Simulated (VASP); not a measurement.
Here is a VASP 6.6.1 calculation.

File INCAR:

```
  ALGO = Normal
  EDIFF = 1E-8
  ENCUT = 400
  GGA = PE
  GGA_COMPAT = False
  ISIF = 2
  ISMEAR = 0
  IVDW = 12
  LASPH = True
  LCHARG = False
  LEFG = True
  LREAL = False
  LWAVE = False
  NBANDS = 25
  NELM = 120
  PREC = Accurate
  SIGMA = 0.1
```

KPOINTS

```
k-points
0
Gamma
  6 6 2
```

POSCAR

```
Zn
1.0
    2.2681701736     -1.3084870100      0.0000000000
    2.2681701736      1.3084870100      0.0000000000
   -1.5917165425      0.0000000000      7.3004081919
Zn
3
Direct
    0.0000000000      0.0000000000      0.0000000000
    0.2219821400      0.2219821400      0.6654950200
    0.7780178600      0.7780178600      0.3345049800
```

Potentials or basis: VASP PAW PBE potentials, release 64 (Zn).

Command:

```console
$ cat potpaw_PBE.64/Zn/POTCAR > POTCAR
$ mpirun -np 1 vasp_std > vasp.out
```

(1) What does it give for the dispersion energy per atom?

(2) What does it give for the band gap on the k mesh?

(3) Estimate the largest force.

(4) Predict the pressure.

Answers

(1) -0.424 eV.

(2) zero (band 18 reaches 4.11 eV, above the bottom of band 19 at 0.48 eV).

(3) 0.026 eV/Å.

(4) -0.4 GPa.

Caveat: the k points lie up to 0.46 Å⁻¹ apart; without QUAD_EFG the Cq values of the log hold for a quadrupole moment of 1 mb, not for the nuclei; pairwise dispersion overbinds metals, which lowers pressure and volume.
